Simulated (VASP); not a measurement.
A run of VASP 6.6.1 is set up as follows.

The input POSCAR:

```
HCl
1.0
    0.0000000000      2.9565000000      2.7375000000
    2.9565000000      0.0000000000      2.7375000000
    2.9565000000      2.9565000000      0.0000000000
H Cl
1 1
Direct
    0.0000000000      0.0000000000      0.0000000000
    0.5000000000      0.5000000000      0.5000000000
```

The input INCAR.step1:

```
SYSTEM = HCl
ALGO     = Normal         ! electronic algorithm
EDIFF    = 1E-4           ! SCF threshold, eV
ENCUT    = 520            ! plane-wave cutoff, eV
GGA      = PE             ! functional
ISMEAR   = 0              ! smearing method
LASPH    = .TRUE.         ! aspherical terms in the spheres
LCHARG   = .FALSE.        ! write CHGCAR
LREAL    = .FALSE.        ! projectors in reciprocal space
LWAVE    = .TRUE.         ! write WAVECAR
NBANDS   = 11             ! bands
NELM     = 80             ! most SCF steps
PREC     = Accurate       ! precision mode
SIGMA    = 0.15           ! smearing width, eV
```

Contents of INCAR.step2:

```
SYSTEM = HCl
ALGO     = Normal         ! electronic algorithm
EDIFF    = 1E-7           ! SCF threshold, eV
ENCUT    = 520            ! plane-wave cutoff, eV
ISIF     = 2              ! what is computed and relaxed
ISMEAR   = 0              ! smearing method
ISTART   = 1            
LASPH    = .TRUE.         ! aspherical terms in the spheres
LCHARG   = .TRUE.         ! write CHGCAR
LELF     = .TRUE.         ! ELF
LMIXTAU  = .TRUE.       
LREAL    = .FALSE.        ! projectors in reciprocal space
LVHAR    = .TRUE.       
LWAVE    = .FALSE.        ! write WAVECAR
METAGGA  = R2SCAN         ! meta-GGA
NBANDS   = 11             ! bands
NELM     = 80             ! most SCF steps
PREC     = Accurate       ! precision mode
SIGMA    = 0.15           ! smearing width, eV
```

KPOINTS

```
k-points
0
G
  16 16 16
  0 0 0
```

Potentials or basis: VASP PAW PBE potentials, release 64 (H, Cl).

The run is started by

```sh
$ cat potpaw_PBE.64/H/POTCAR potpaw_PBE.64/Cl/POTCAR > POTCAR
$ cp INCAR.step1 INCAR
$ mpirun -np 1 vasp_std > vasp.out
$ cp INCAR.step2 INCAR
$ mpirun -np 1 vasp_std > vasp.out
```

Estimate the pressure.

-9.0 GPa.

Estimate the band gap on the k mesh.

zero (filled and empty bands touch).

Stress tensor (GPa, compression positive):
```
 -7.09   0.00   0.00
  0.00  -7.09   0.00
  0.00   0.00 -12.72
```

Caveat: the cell differs from its parent crystal (strain +0.080 along x and y, +0.000 along z); the cell stands under tension; the PAW data sets were made with another functional, which shifts forces and pressure a little.
